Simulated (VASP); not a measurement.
# BeTe3 (P-42_1m) in VASP: a series of runs, part 2 of 2

VASP 6.6.1. The steps go on from the part before.

**3. Relaxation of cell and atoms, PBE**

This run uses another cell than the first one, of 26.41 Å³/atom.

Input file INCAR:

```
PREC     = Accurate       # precision mode
ENCUT    = 600            # plane-wave cutoff, eV
EDIFF    = 1E-7           # SCF threshold, eV
ISMEAR   = 0              # smearing method
SIGMA    = 0.2            # smearing width, eV
LREAL    = False          # projectors in reciprocal space
LASPH    = True           # aspherical terms in the spheres
NELM     = 80             # most SCF steps
ALGO     = Normal         # electronic algorithm
ISIF     = 3              # what is computed and relaxed
LWAVE    = False          # write WAVECAR
LCHARG   = False          # write CHGCAR
GGA      = PE             # functional
IBRION   = 2              # ionic algorithm
NSW      = 36             # ionic steps
EDIFFG   = -0.08          # ionic threshold
```

Input file KPOINTS:

```
regular mesh
0
Gamma
  3 3 3
```

Input file POSCAR:

```
BeTe3
1.0
    5.8000000000      0.0000000000      0.0000000000
    0.0000000000      5.8000000000      0.0000000000
    0.0000000000      0.0000000000      6.2800000000
Be Te
2 6
Direct
    0.0000000000      0.0000000000      0.0000000000
    0.5000000000      0.5000000000      0.0000000000
    0.7300000000      0.7700000000      0.7930000000
    0.2700000000      0.2300000000      0.7930000000
    0.7700000000      0.2700000000      0.2070000000
    0.2300000000      0.7300000000      0.2070000000
    0.5000000000      0.0000000000      0.4750000000
    0.0000000000      0.5000000000      0.5250000000
```

Potentials or basis: VASP PAW PBE potentials, release 64 (Be, Te).

Run with:

```bash
$ cat potpaw_PBE.64/Be/POTCAR potpaw_PBE.64/Te/POTCAR > POTCAR
$ mpirun -np 1 vasp_std > vasp.out
```

OUTCAR:

```text
PREC = Accurate
   ENCUT = 600
   EDIFF = 1E-7
   ISMEAR = 0
   LREAL = False
   LASPH = True
   NELM = 80
   ISIF = 3
   GGA = PE
   IBRION = 2
   NSW = 36
   EDIFFG = -0.08

 ion  position               nearest neighbor table
   1  0.000  0.000  0.000-   3 2.43   4 2.43   5 2.43   6 2.43
   2  0.500  0.500  0.000-   3 2.43   4 2.43   5 2.43   6 2.43
   3  0.730  0.770  0.793-   1 2.43   2 2.43   7 2.75   8 2.78
   4  0.270  0.230  0.793-   1 2.43   2 2.43   7 2.75   8 2.78
   5  0.770  0.270  0.207-   1 2.43   2 2.43   8 2.75   7 2.78
   6  0.230  0.730  0.207-   1 2.43   2 2.43   8 2.75   7 2.78
   7  0.500  0.000  0.475-   3 2.75   4 2.75   5 2.78   6 2.78
   8  0.000  0.500  0.525-   5 2.75   6 2.75   3 2.78   4 2.78

  LATTYP: Found a simple tetragonal cell.
 ALAT       =     5.8000000000
 C/A-ratio  =     1.0827586207

  Lattice vectors:

 A1 = (   5.8000000000,   0.0000000000,   0.0000000000)
 A2 = (   0.0000000000,   5.8000000000,   0.0000000000)
 A3 = (   0.0000000000,   0.0000000000,   6.2800000000)

Analysis of symmetry for initial positions (statically):
=====================================================================
 Subroutine PRICEL returns:
 Original cell was already a primitive cell.

 Routine SETGRP: Setting up the symmetry group for a
 simple tetragonal supercell.

 Subroutine GETGRP returns: Found  8 space group operations
 (whereof  4 operations were pure point group operations)
[... 171 lines left out ...]
  external PRESSURE =     147.0253995 kB  Pullay stress =       0.0000000 kB
[... 107 lines left out ...]
  FREE ENERGIE OF THE ION-ELECTRON SYSTEM (eV)
  ---------------------------------------------------
  free  energy   TOTEN  =       -25.0847935135 eV

  energy  without entropy=      -24.9912964935  energy(sigma->0) =      -25.03804500

 E-fermi :   5.3451     XC(G=0):  -8.8312

 val. band max:        5.0855947700   @ k =   0.3333   0.3333   0.0000
 cond. band min:       5.5467725176   @ k =   0.0000   0.0000   0.3333
 fundamental gap:      0.4611777476
 Fermi energy:         5.3450640393

 k-point     1 :       0.0000    0.0000    0.0000
  band No.  band energies     occupation
      1      -7.9760      2.00000
      2      -6.8162      2.00000
      3      -5.6074      2.00000
      4      -5.6074      2.00000
      5      -5.6053      2.00000
      6      -4.6502      2.00000
[... 157 lines left out ...]
     24       7.0388      0.00000
     25       8.6275      0.00000

[... ionic steps 4 to 16 ...]

--------------------------------------- Ionic step       17  -------------------------------------------

 number of electron      40.0000003 magnetization

------------------------ aborting loop because EDIFF is reached ----------------------------------------
[... 79 lines left out ...]
--------------------------------------- Ionic step       19  -------------------------------------------

 number of electron      40.0000000 magnetization

 Free energy of the ion-electron system (eV)
  ---------------------------------------------------
  ext. energy  EPLUGINS =         0.00000000
  ---------------------------------------------------
  free energy    TOTEN  =       -27.11942227 eV

  energy without entropy =      -27.11434782  energy(sigma->0) =      -27.11688504

 E-fermi :   3.8598     XC(G=0):  -8.1998

 val. band max:        3.5702124166   @ k =   0.0000   0.0000   0.3333
 cond. band min:       4.0884124673   @ k =   0.0000   0.0000   0.3333
 fundamental gap:      0.5182000507
 Fermi energy:         3.8597576831

 k-point     1 :       0.0000    0.0000    0.0000
  band No.  band energies     occupation
      1      -8.8986      2.00000
      2      -8.2599      2.00000
      3      -6.8793      2.00000
      4      -6.8793      2.00000
      5      -6.2848      2.00000
      6      -5.6578      2.00000
[... 192 lines left out ...]
  FREE ENERGIE OF THE ION-ELECTRON SYSTEM (eV)
  ---------------------------------------------------
  free  energy   TOTEN  =       -27.1194222670 eV

  energy  without entropy=      -27.1143478225  energy(sigma->0) =      -27.11688504

 reached required accuracy - stopping structural energy minimisation
```

Wall time 7.8 min (1 thread of Intel Xeon 6975P-C (Granite Rapids), shared host); peak memory 0.36 GiB.

What came out:

```
Free energy                           : -27.1194 eV
Relaxed volume                        : 33.37 Å³/atom
Relaxed cell                          : a = 5.713 Å, b = 5.713 Å, c = 8.182 Å, α = 90.00°, β = 90.00°, γ = 90.00°
Space group after relaxing (to 0.1 Å) : P-42_1m (No. 113)
Energy gained by relaxing             : 683.7 meV/atom
Ionic steps                           : 19
Pressure after relaxing               : 0.0 GPa
Largest force after relaxing          : 0.048 eV/Å
Band gap on the k mesh                : 0.52 eV
```

Forces in eV/Å, atoms in the order of the input:
```
Be   0.000  0.000  0.000
Be   0.000  0.000  0.000
Te  -0.006  0.006  0.047
Te   0.006 -0.006  0.047
Te   0.006  0.006 -0.047
Te  -0.006 -0.006 -0.047
Te   0.000  0.000 -0.037
Te   0.000  0.000  0.037
```

The path:
```
step  energy change (eV)  largest force (eV/Å)  pressure (GPa)  volume (Å³)
   1              0.0000                3.1970           14.70       211.26
   2             -3.1999                1.3456           -4.33       293.52
   3             -3.4353                1.3616           -2.10       271.64
   4             -4.1712                1.5254           -1.71       262.49
   5             -4.6240                1.0898            3.71       233.14
   6             -4.8714                1.1200            0.66       245.08
   7             -4.8745                1.0727            0.96       243.67
   8             -5.1055                0.7636            0.60       248.80
   9             -5.1837                0.4258            0.57       253.15
  10             -5.2990                0.4595           -0.30       260.92
  11             -5.3404                0.4984           -1.14       269.22
  12             -5.3984                0.1828           -0.31       265.85
  13             -5.4043                0.1969            0.09       264.34
  14             -5.4275                0.1190            0.11       264.16
  15             -5.4590                0.1161            0.28       263.52
  16             -5.4673                0.1384           -0.15       267.09
  17             -5.4673                0.1419           -0.19       267.38
  18             -5.4695                0.0838            0.12       266.83
  19             -5.4700                0.0480            0.02       267.00
```

Final structure:
```
Be Te
1.0
     5.71252    0.00000    0.00000
     0.00000    5.71252    0.00000
     0.00000    0.00000    8.18179
Be Te
2 6
Direct
  0.00000 0.00000 0.00000
  0.50000 0.50000 0.00000
  0.72694 0.77306 0.83072
  0.27306 0.22694 0.83072
  0.77306 0.27306 0.16928
  0.22694 0.72694 0.16928
  0.50000 0.00000 0.37714
  0.00000 0.50000 0.62286
```

Caveat: the volume moved by over 15 % at a fixed basis, so the end points are rough; semilocal functionals underestimate gaps, and a narrow one can read as zero; spin-orbit coupling is left out, which moves the levels of the heavy elements; the relaxation stopped at a loose force limit of 0.08 eV/Å, so its end isn't a converged minimum. A k mesh can miss the band edges.

**4. Single point, PBE**

This run uses another cell than the first one, of 33.76 Å³/atom.

Input file INCAR:

```
ALGO     = Normal         # electronic algorithm
EDIFF    = 1E-6           # SCF threshold, eV
ENCUT    = 520            # plane-wave cutoff, eV
GGA      = PE             # functional
ISIF     = 2              # what is computed and relaxed
ISMEAR   = 0              # smearing method
LASPH    = T              # aspherical terms in the spheres
LCHARG   = F              # write CHGCAR
LREAL    = F              # projectors in reciprocal space
LWAVE    = F              # write WAVECAR
NBANDS   = 30             # bands
NELM     = 80             # most SCF steps
PREC     = Accurate       # precision mode
SIGMA    = 0.2            # smearing width, eV
```

Input file KPOINTS:

```
k-points
0
Gamma
  4 4 4
```

Input file POSCAR:

```
BeTe3
1.0
    5.7085402719      0.0000000000      0.0000000000
    0.0000000000      5.7085402719      0.0000000000
    0.0000000000      0.0000000000      8.2879302161
Be Te
2 6
Direct
    0.0000000000      0.0000000000      0.0000000000
    0.5000000000      0.5000000000      0.0000000000
    0.7258206479      0.7741793521      0.8336805937
    0.2741793521      0.2258206479      0.8336805937
    0.7741793521      0.2741793521      0.1663194063
    0.2258206479      0.7258206479      0.1663194063
    0.5000000000      0.0000000000      0.3699627037
    0.0000000000      0.5000000000      0.6300372963
```

Run with:

```bash
$ cat potpaw_PBE.64/Be/POTCAR potpaw_PBE.64/Te/POTCAR > POTCAR
$ mpirun -np 1 vasp_std > vasp.out
```

Wall time 2.1 min (1 thread of Intel Xeon 6975P-C (Granite Rapids), shared host); peak memory 0.38 GiB.

The run converged. Its results:

| Item | Value |
| --- | --- |
| Free energy | -27.1472 eV |
| Pressure | 0.1 GPa |
| Largest force | 0.016 eV/Å |
| Band gap on the k mesh | 0.16 eV (least direct gap 0.26 eV) |

Forces on the atoms (eV/Å):
```
Be   0.000  0.000  0.000
Be   0.000  0.000  0.000
Te  -0.011  0.011 -0.005
Te   0.011 -0.011 -0.005
Te   0.011  0.011  0.005
Te  -0.011 -0.011  0.005
Te   0.000  0.000  0.010
Te   0.000  0.000 -0.010
```

Levels at points of the mesh, in eV from the valence-band top:
| k point | band 16 | band 17 | band 18 | band 19 | band 20 | band 21 | band 22 | band 23 | band 24 | band 25 |
| --- | --- | --- | --- | --- | --- | --- | --- | --- | --- | --- |
| (0.00, 0.00, 0.00) | -1.46 | -1.22 | -1.22 | -0.28 | -0.28 | 0.98 | 1.14 | 1.71 | 1.71 | 2.44 |
| (0.50, 0.00, 0.00) | -1.74 | -1.56 | -1.56 | -0.64 | -0.64 | 1.51 | 1.51 | 2.33 | 2.33 | 4.37 |
| (0.50, 0.50, 0.00) | -1.38 | -1.06 | -1.06 | 0.00 | 0.00 | 0.83 | 0.83 | 2.21 | 2.21 | 3.47 |
| (0.00, 0.00, 0.50) | -1.35 | -1.35 | -0.63 | -0.10 | -0.10 | 0.16 | 1.05 | 1.79 | 1.79 | 2.50 |
| (0.50, 0.00, 0.50) | -1.78 | -1.43 | -1.43 | -0.60 | -0.60 | 1.47 | 1.47 | 2.49 | 2.49 | 4.04 |
| (0.50, 0.50, 0.50) | -1.38 | -1.08 | -1.08 | -0.38 | -0.38 | 1.46 | 1.46 | 2.18 | 2.18 | 3.53 |

Caveat: semilocal functionals underestimate gaps, and a narrow one can read as zero; spin-orbit coupling is left out, which moves the levels of the heavy elements. A k mesh can miss the band edges.

**5. Summary**

```tsv
task	cell	k mesh	cutoff (eV)	gap on the mesh (eV)	pressure (GPa)	largest force (eV/Å)
single point	a = 5.706, b = 5.706, c = 8.231 Å, 8 atoms, atomic positions A	3 × 3 × 3	520	0.49	0.2	0.09
relaxation of cell and atoms	relaxed from a = 5.800, b = 5.800, c = 6.280 Å, 8 atoms, atomic positions B	3 × 3 × 3	600	0.52	0.0	0.05
single point	a = 5.709, b = 5.709, c = 8.288 Å, 8 atoms, atomic positions C	4 × 4 × 4	520	0.16	0.1	0.02
```

Alike in all rows: level PBE; potentials or basis VASP PAW PBE potentials, release 64 (Be, Te); no spin polarisation; smearing gaussian 0.2 eV.

Caveats: semilocal functionals underestimate gaps, and a narrow one can read as zero; spin-orbit coupling is left out, which moves the levels of the heavy elements; the volume moved by over 15 % at a fixed basis, so the end points are rough (at least some runs); the relaxation stopped at a loose force limit of 0.08 eV/Å, so its end isn't a converged minimum (at least some runs).

Absolute energies hang on the potentials; compare differences alone.
